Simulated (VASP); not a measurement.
# MnAs (P6_3/mmc) in VASP: further runs

The runs below take MnAs through single point, with PBEsol.

Everything below comes from runs of VASP 6.6.1. Logs are shortened: lines on timing, memory, paths and dates and some standing lists are left out, and cuts for length are marked.

### 1 The cell of the first run

The structure is hexagonal, space group P6_3/mmc (No. 194). The conventional cell has a = 3.710 Å, b = 3.710 Å, c = 5.691 Å, α = 90.00°, β = 90.00°, γ = 120.00°. Mn (site symmetry -3m) has 6 As at 2.57 Å and 2 Mn at 2.85 Å within 3.4 Å. As (site symmetry -6m2) has 6 Mn at 2.57 Å within 3.4 Å.

### 2 Single point, PBEsol, collinear spin, ferromagnetic start

File INCAR:

```
SYSTEM = MnAs
PREC = Accurate
ENCUT = 520
EDIFF = 1E-7
ISMEAR = 1
SIGMA = 0.3
LREAL = .FALSE.
LASPH = .TRUE.
NELM = 150
ALGO = Normal
ISIF = 2
LWAVE = .FALSE.
LCHARG = .FALSE.
ISPIN = 2
MAGMOM = 2.8 2.8 0 0
LORBIT = 11
LMAXMIX = 4
GGA = PS
NBANDS = 30
```

File KPOINTS:

```
Automatic mesh
0
G
  7 7 4
  0 0 0
```

File POSCAR:

```
MnAs
1.0
    3.7100000000      0.0000000000      0.0000000000
   -1.8550000000      3.2129540000      0.0000000000
    0.0000000000      0.0000000000      5.6910000000
Mn As
2 2
Direct
    0.0000000000      0.0000000000      0.0000000000
    0.0000000000      0.0000000000      0.5000000000
    0.3333333333      0.6666666667      0.2500000000
    0.6666666667      0.3333333333      0.7500000000
```

Potentials or basis: VASP PAW PBE potentials, release 64 (Mn_pv, As).

The run is started by

```bash
$ cat potpaw_PBE.64/Mn_pv/POTCAR potpaw_PBE.64/As/POTCAR > POTCAR
$ mpirun -np 1 vasp_std > vasp.out
```

OUTCAR:

```text
SYSTEM = MnAs
   PREC = Accurate
   ENCUT = 520
   EDIFF = 1E-7
   ISMEAR = 1
   LREAL = .FALSE.
   LASPH = .TRUE.
   NELM = 150
   ISIF = 2
   ISPIN = 2
   LORBIT = 11
   GGA = PS

 ion  position               nearest neighbor table
   1  0.000  0.000  0.000-   3 2.57   4 2.57   4 2.57   3 2.57   4 2.57   3 2.57   2 2.85   2 2.85

   2  0.000  0.000  0.500-   3 2.57   4 2.57   4 2.57   3 2.57   4 2.57   3 2.57   1 2.85   1 2.85

   3  0.333  0.667  0.250-   1 2.57   2 2.57   1 2.57   2 2.57   1 2.57   2 2.57
   4  0.667  0.333  0.750-   1 2.57   2 2.57   1 2.57   2 2.57   1 2.57   2 2.57

  LATTYP: Found a hexagonal cell.
 ALAT       =     3.7100000000
 C/A-ratio  =     1.5339622642

  Lattice vectors:

 A1 = (   3.7100000000,   0.0000000000,   0.0000000000)
 A2 = (  -1.8550000000,   3.2129540000,   0.0000000000)
 A3 = (   0.0000000000,   0.0000000000,   5.6910000000)

Analysis of symmetry for initial positions (statically):
=====================================================================
 Subroutine PRICEL returns:
 Original cell was already a primitive cell.

 Routine SETGRP: Setting up the symmetry group for a
 hexagonal supercell.

 Subroutine GETGRP returns: Found 24 space group operations
 (whereof 12 operations were pure point group operations)
 out of a pool of 24 trial point group operations.

The static configuration has the point symmetry D_3d.
 The point group associated with its full space group is D_6h.

Analysis of symmetry for dynamics (positions and initial velocities):
=====================================================================
 Subroutine PRICEL returns:
 Original cell was already a primitive cell.

 Routine SETGRP: Setting up the symmetry group for a
 hexagonal supercell.

 Subroutine GETGRP returns: Found 24 space group operations
 (whereof 12 operations were pure point group operations)
 out of a pool of 24 trial point group operations.

The dynamic configuration has the point symmetry D_3d.
 The point group associated with its full space group is D_6h.

Analysis of structural, dynamic, and magnetic symmetry:
=====================================================================
 Subroutine PRICEL returns:
 Original cell was already a primitive cell.

 Routine SETGRP: Setting up the symmetry group for a
 hexagonal supercell.

 Subroutine GETGRP returns: Found 24 space group operations
 (whereof 12 operations were pure point group operations)
 out of a pool of 24 trial point group operations.

The overall configuration has the point symmetry D_3d.
 The point group associated with its full space group is D_6h.

 Subroutine INISYM returns: Found 24 space group operations
 (whereof 12 operations are pure point group operations),
 and found     1 'primitive' translations

----------------------------------------------------------------------------------------

                                     Primitive cell

  volume of cell :      67.8371

  direct lattice vectors                    reciprocal lattice vectors
     3.710000000  0.000000000  0.000000000     0.269541779  0.155620031  0.000000000
    -1.855000000  3.212954000  0.000000000     0.000000000  0.311240061  0.000000000
     0.000000000  0.000000000  5.691000000     0.000000000  0.000000000  0.175716043

  length of vectors
     3.710000000  3.709999785  5.691000000     0.311240043  0.311240061  0.175716043

  position of ions in fractional coordinates (direct lattice)
     0.000000000  0.000000000  0.000000000
     0.000000000  0.000000000  0.500000000
     0.333333333  0.666666667  0.250000000
     0.666666667  0.333333333  0.750000000

  ion indices of the primitive-cell ions
   primitive index   ion index
                 1           1
                 2           2
                 3           3
                 4           4

----------------------------------------------------------------------------------------

 KPOINTS: Automatic mesh

Automatic generation of k-mesh.
 Grid dimensions read from file:
 generate k-points for:    7    7    4

 Generating k-lattice:

  Cartesian coordinates                     Fractional coordinates (reciprocal lattice)
     0.038505968  0.022231433  0.000000000     0.142857143  0.000000000  0.000000000
     0.000000000  0.044462866  0.000000000     0.000000000  0.142857143  0.000000000
     0.000000000  0.000000000  0.043929011     0.000000000  0.000000000  0.250000000

  Length of vectors
     0.044462863  0.044462866  0.043929011

  Shift w.r.t. Gamma in fractional coordinates (k-lattice)
     0.000000000  0.000000000  0.000000000

 Subroutine IBZKPT returns following result:
 ===========================================

 Found     24 irreducible k-points:

 Following reciprocal coordinates:
            Coordinates               Weight
  0.000000  0.000000  0.000000      1.000000
  0.142857  0.000000  0.000000      6.000000
  0.285714  0.000000  0.000000      6.000000
  0.428571  0.000000  0.000000      6.000000
  0.142857  0.142857  0.000000      6.000000
  0.285714  0.142857  0.000000     12.000000
[... 16 lines left out ...]
  0.428571  0.142857  0.500000      6.000000
  0.285714  0.285714  0.500000      6.000000
   k-points           NKPTS =     24   k-points in BZ     NKDIM =     24   number of bands    NBANDS=     30
   number of dos      NEDOS =    301   number of ions     NIONS =      4
   total plane-waves  NPLWV =  32928
   dimension x,y,z NGX =    28 NGY =   28 NGZ =   42
   dimension x,y,z NGXF=    56 NGYF=   56 NGZF=   84
   ions per type =               2   2
   NGX,Y,Z   is equivalent  to a cutoff of  12.55, 12.55, 12.27 a.u.
   NGXF,Y,Z  is equivalent  to a cutoff of  25.09, 25.09, 24.54 a.u.
 SYSTEM =  MnAs
   PREC   = accura    normal or accurate (medium, high low for compatibility)
   ISTART =      0    job   : 0-new  1-cont  2-samecut
   ICHARG =      2    charge: 1-file 2-atom 10-const
   ISPIN  =      2    spin polarized calculation?
   LNONCOLLINEAR =      F non collinear calculations
   LSORBIT =      F    spin-orbit coupling
   LASPH  =      T    aspherical Exc in radial PAW
   ENCUT  =  520.0 eV  38.22 Ry    6.18 a.u.   6.90  6.90 10.58*2*pi/ulx,y,z
   NELM   =    150;   NELMIN=  2; NELMDL= -5     # of ELM steps
   EDIFF  = 0.1E-06   stopping-criterion for ELM
   LREAL  =      F    real-space projection
   EDIFFG = 0.1E-05   stopping-criterion for IOM
   NSW    =      0    number of steps for IOM
   IBRION =     -1    ionic relax: 0-MD 1-quasi-New 2-CG
   NFREE  =      0    steps in history (QN), initial steepest desc. (CG)
   ISIF   =      2    stress and relaxation
   ISYM   =      2    0-nonsym 1-usesym 2-fastsym
   POTIM  = 0.5000    time-step for ionic-motion
   TEBEG  =    0.0;   TEEND  =   0.0 temperature during run
   PSTRESS=    0.0 pullay stress
   NELECT =      36.0000    total number of electrons
   NUPDOWN=      -1.0000    fix difference up-down
   EMIN   =  10.00;   EMAX   =-10.00  energy-range for DOS
   EFERMI =   0.00;   METHOD = LEGACY
   ISMEAR =     1;   SIGMA  =   0.30  broadening in eV -4-tet -1-fermi 0-gaus
   EFERMI_NEDOS =   21; number of points for ismear=-14 and -15
   IALGO  =     38    algorithm
   IMIX   =      4    mixing-type and parameters
     AMIX     =   0.40;   BMIX     =  1.00
     AMIX_MAG =   1.60;   BMIX_MAG =  1.00
  volume/ion in A,a.u.               =      16.96       114.45
  Fermi-wavevector in a.u.,A,eV,Ry     =   1.325419  2.504680 23.901853  1.756737
  Thomas-Fermi vector in A             =   2.454882
   LORBIT       =     11    0 simple, 1 ext, 2 COOP (PROOUT), +10 PAW based schemes
   GGA     = PS    functional components
   LHFCALC =     F    Hartree Fock is set to
   AEXX    =    0.0000 exact exchange contribution
   IVDW    =     0    specifies the selected vdW correction
   LEPSILON=     F    determine dielectric tensor
   LRPA    =     F    only Hartree local field effects (RPA)
 spin polarized calculation
 Methfessel and Paxton  Order N= 1 SIGMA  =   0.30
  energy-cutoff  :      520.00
  volume of cell :       67.84
 maximum number of plane-waves:      1844
 NGX is ok and might be reduce to    28
   NGX = 13   NGY = 13   NGZ = 21

 number of electron      35.9999987 magnetization       6.2227689

 Free energy of the ion-electron system (eV)
  ---------------------------------------------------
  ext. energy  EPLUGINS =         0.00000000
  ---------------------------------------------------
  free energy    TOTEN  =       -30.25618168 eV

  energy without entropy =      -30.25572028  energy(sigma->0) =      -30.25602788

 E-fermi :   6.6528     XC(G=0): -11.3043

 val. band max:        6.6441137481   @ k =   0.0000   0.0000   0.2500
 cond. band min:       6.6749322241   @ k =   0.0000   0.0000   0.0000
 fundamental gap:      0.0308184760
 Fermi energy:         6.6527911128

 spin component 1

 k-point     1 :       0.0000    0.0000    0.0000
  band No.  band energies     occupation
      1     -43.0889      1.00000
      2     -43.0889      1.00000
      3     -43.0794      1.00000
      4     -43.0794      1.00000
      5     -42.9037      1.00000
      6     -42.8054      1.00000
[... 781 lines left out ...]
     29      15.5542      0.00000
     30      15.5542      0.00000
 Fermi energy:         6.6527911128

 spin component 2

 k-point     1 :       0.0000    0.0000    0.0000
  band No.  band energies     occupation
      1     -39.7168      1.00000
      2     -39.7168      1.00000
      3     -39.7125      1.00000
      4     -39.7054      1.00000
      5     -39.7054      1.00000
      6     -39.5978      1.00000
[... 781 lines left out ...]
     29      16.0564      0.00000
     30      16.0564      0.00000

------------------------ aborting loop because EDIFF is reached ----------------------------------------

  FORCE on cell =-STRESS in cart. coord.  units (eV):
  Direction    XX          YY          ZZ          XY          YZ          ZX
  --------------------------------------------------------------------------------------
  -------------------------------------------------------------------------------------
  Total       -3.2291637     -3.2291632     -4.3735716      0.0000000      0.0000000      0.0000000
  in kB      -76.2664686    -76.2664569   -103.2951245      0.0000000      0.0000000      0.0000000
  external PRESSURE =     -85.2760167 kB  Pullay stress =       0.0000000 kB

 VOLUME and BASIS-vectors are now :
 -----------------------------------------------------------------------------
  energy-cutoff  :      520.00
  volume of cell :       67.84
      direct lattice vectors                 reciprocal lattice vectors
     3.710000000  0.000000000  0.000000000     0.269541779  0.155620031  0.000000000
    -1.855000000  3.212954000  0.000000000     0.000000000  0.311240061  0.000000000
     0.000000000  0.000000000  5.691000000     0.000000000  0.000000000  0.175716043

 POSITION                                       TOTAL-FORCE (eV/Angst)
 -----------------------------------------------------------------------------------
      0.00000      0.00000      0.00000         0.000000      0.000000     -0.000000
      0.00000      0.00000      2.84550         0.000000      0.000000     -0.000000
     -0.00000      2.14197      1.42275        -0.000000     -0.000000      0.000000
      1.85500      1.07098      4.26825        -0.000000      0.000000     -0.000000
 -----------------------------------------------------------------------------------
    total drift:                               -0.000000      0.000000      0.000000

  FREE ENERGIE OF THE ION-ELECTRON SYSTEM (eV)
  ---------------------------------------------------
  free  energy   TOTEN  =       -30.2561816848 eV

  energy  without entropy=      -30.2557202848  energy(sigma->0) =      -30.25602788

 total charge

# of ion       s       p       d       tot
------------------------------------------
    1        0.282   6.242   5.060  11.584
    2        0.282   6.242   5.060  11.584
    3        1.228   1.500   0.050   2.778
    4        1.228   1.500   0.050   2.778
--------------------------------------------------
tot          3.020  15.484  10.219  28.723

 magnetization (x)

# of ion       s       p       d       tot
------------------------------------------
    1        0.034   0.023   3.109   3.166
    2        0.034   0.023   3.109   3.166
    3        0.009  -0.138   0.008  -0.121
    4        0.009  -0.138   0.008  -0.121
--------------------------------------------------
tot          0.087  -0.229   6.233   6.090
```

Run time: 2.1 min. Hardware: 1 thread of Intel Xeon Platinum 8259CL at 2.50GHz (Skylake/Cascade Lake), shared host; peak memory 0.24 GiB.

What came out:

```yaml
Free_energy: -30.2562 eV
Pressure: -8.5 GPa
Net_moment: 6.22 μB per cell
Site_moments: Mn +3.17; As -0.12 μB
Valence_electrons_inside_the_program's_atomic_spheres: Mn 11.58; As 2.78
```

Levels at points of the mesh, in eV from the Fermi level:
Spin up:
| k point | band 17 | band 18 | band 19 | band 20 | band 21 | band 22 | band 23 | band 24 | band 25 | band 26 |
| --- | --- | --- | --- | --- | --- | --- | --- | --- | --- | --- |
| (0.00, 0.00, 0.00) | -1.79 | -1.79 | -0.43 | 0.58 | 0.58 | 1.51 | 2.88 | 2.88 | 3.77 | 5.03 |
| (0.00, 0.00, 0.50) | -2.48 | -2.48 | -1.01 | -1.01 | 2.06 | 2.06 | 2.06 | 2.06 | 5.46 | 5.46 |
Spin down:
```
           k point  band 12  band 13  band 14  band 15  band 16  band 17  band 18  band 19
(0.00, 0.00, 0.00)    -1.12    -0.16    -0.16     0.02     0.02     0.58     0.58     1.25
(0.00, 0.00, 0.50)    -1.95    -1.95    -1.95     0.38     0.38     0.38     0.38     0.76
```

Caveat: the PAW data sets were made with another functional, which shifts forces and pressure a little; only a ferromagnetic start was run, and an antiferromagnetic order may lie lower in energy.

### 3 Single point, PBEsol, collinear spin, ferromagnetic start

INCAR, as its differences from that of step 2:

```diff
@@ -5,3 +5,3 @@
 ISMEAR = 1
-SIGMA = 0.3
+SIGMA = 0.2
 LREAL = .FALSE.
```

KPOINTS is that of step 2.

POSCAR is that of step 2.

Potentials or basis: VASP PAW PBE potentials, release 64 (Mn_pv, As).

The run is started by

```bash
$ cat potpaw_PBE.64/Mn_pv/POTCAR potpaw_PBE.64/As/POTCAR > POTCAR
$ mpirun -np 1 vasp_std > vasp.out
```

Run time: 1.8 min. Hardware: 1 thread of Intel Xeon Platinum 8259CL at 2.50GHz (Skylake/Cascade Lake), shared host; peak memory 0.23 GiB.

It converged, with:

* Free energy: -30.2555 eV
* Pressure: -8.2 GPa
* Net moment: 6.28 μB per cell
* Site moments: Mn +3.19; As -0.12 μB
* Valence electrons inside the program's atomic spheres: Mn 11.58; As 2.78

Stress tensor (GPa, compression positive):
```
 -7.30   0.00   0.00
  0.00  -7.30   0.00
  0.00   0.00 -10.04
```

Levels at points of the mesh, in eV from the Fermi level:
Spin up:
| k point | band 18 | band 19 | band 20 | band 21 | band 22 | band 23 | band 24 | band 25 |
| --- | --- | --- | --- | --- | --- | --- | --- | --- |
| (0.00, 0.00, 0.00) | -1.80 | -0.44 | 0.59 | 0.59 | 1.51 | 2.88 | 2.88 | 3.77 |
| (0.00, 0.00, 0.50) | -2.49 | -1.01 | -1.01 | 2.06 | 2.06 | 2.06 | 2.06 | 5.46 |
Spin down:
```
           k point  band 13  band 14  band 15  band 16  band 17  band 18
(0.00, 0.00, 0.00)    -0.15    -0.15     0.03     0.03     0.59     0.59
(0.00, 0.00, 0.50)    -1.94    -1.94     0.39     0.39     0.39     0.39
```

Caveat: the PAW data sets were made with another functional, which shifts forces and pressure a little; only a ferromagnetic start was run, and an antiferromagnetic order may lie lower in energy.
